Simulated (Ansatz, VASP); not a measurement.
## TiO2: VASP beside Ansatz

File INCAR:

```
  PREC = Accurate
  ENCUT = 520
  EDIFF = 1E-7
  ISMEAR = 0
  SIGMA = 0.01
  LREAL = False
  LASPH = True
  NELM = 100
  ALGO = Normal
  ISIF = 2
  LWAVE = False
  LCHARG = False
  GGA = PE
  IBRION = 2
  NSW = 80
  EDIFFG = -0.004
```

Contents of KPOINTS:

```
Automatic mesh
0
Gamma
  5 5 7
```

POSCAR

```
TiO2
1.0
    4.5922000000      0.0000000000      0.0000000000
    0.0000000000      4.5922000000      0.0000000000
    0.0000000000      0.0000000000      2.9574000000
Ti O
2 4
Direct
    0.0000000000      0.0000000000      0.0000000000
    0.5000000000      0.5000000000      0.5000000000
    0.3049600000      0.3049600000      0.0000000000
    0.1950400000      0.8049600000      0.5000000000
    0.6950400000      0.6950400000      0.0000000000
    0.8049600000      0.1950400000      0.5000000000
```

Input for Ansatz:

```yaml
crystal:
  lattice:
    - [4.5922, 0.0, 0.0]
    - [0.0, 4.5922, 0.0]
    - [0.0, 0.0, 2.9574]
  atoms:
    - { symbol: Ti, position: [0.0, 0.0, 0.0] }
    - { symbol: Ti, position: [0.5, 0.5, 0.5] }
    - { symbol: O, position: [0.30496, 0.30496, 0.0] }
    - { symbol: O, position: [0.19504, 0.80496, 0.5] }
    - { symbol: O, position: [0.69504, 0.69504, 0.0] }
    - { symbol: O, position: [0.80496, 0.19504, 0.5] }
scf:
  occupations: { method: fixed }
output:
  forces: true
  stress: true
  write_density: true
  write_potential: true
  elf: true
  volumetric_format: npy
hamiltonian:
  xc: pbe
kpoints:
  mp_grid: { grid: [5, 5, 7] }
relax:
  f_tol: 0.004
```

Alike in both runs: task relaxation of the atoms; functional PBE; k mesh 5 × 5 × 7; no spin polarisation.

|  | VASP | Ansatz |
| --- | --- | --- |
| version | VASP 6.6.1 | Ansatz 0.2.0 |
| potentials or method | VASP PAW PBE potentials, release 64 (Ti_sv, O) | scalar-relativistic, plane waves, PAW |
| plane-wave cutoff (eV) | 520 | 420 |
| occupations | gaussian, width 0.01 eV | fixed |
| valence electrons in the cell | 48 | 48 |

```tsv
	VASP	Ansatz	Ansatz less VASP
gap on the k mesh at the Fermi level, each at its own relaxed structure (eV)	1.83	1.87	+0.035
```

Ansatz's warnings: stress scf threshold loose.
